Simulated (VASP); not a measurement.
Here is a VASP 6.6.1 calculation.

File INCAR:

```
SYSTEM = PbS
PREC = Accurate ; ENCUT = 520
EDIFF = 1E-7 ; ISMEAR = -1
SIGMA = 0.02 ; LREAL = .FALSE.
LASPH = .TRUE. ; NELM = 80
ALGO = Normal ; ISIF = 2
LWAVE = .FALSE. ; LCHARG = .FALSE.
GGA = PE ; NBANDS = 17
```

KPOINTS

```
regular mesh
0
G
  8 8 8
  0 0 0
```

The input POSCAR:

```
PbS
1.0
   -0.0074680817      2.9872326629      2.9872326629
    2.9872326629     -0.0074680817      2.9872326629
    2.9797645813      2.9797645813      0.0000000000
Pb S
1 1
Direct
    0.0000000000      0.0000000000      0.0000000000
    0.5000000000      0.5000000000      0.5000000000
```

Potentials or basis: VASP PAW PBE potentials, release 64 (Pb_d, S).

Run with:

```sh
$ cat potpaw_PBE.64/Pb_d/POTCAR potpaw_PBE.64/S/POTCAR > POTCAR
$ mpirun -np 1 vasp_std > vasp.out
```

Predict the pressure.

0.9 GPa.

What does it give for the band gap on the k mesh?

0.42 eV, indirect (least direct gap 0.44 eV).

Stress tensor (GPa, compression positive):
```
0.87 0.10 0.00
0.10 0.87 0.00
0.00 0.00 0.87
```

Caveat: the cell differs from its parent crystal (shear xy strain -0.5%); spin-orbit coupling is left out, which moves the levels of the heavy elements. A k mesh can miss the band edges.
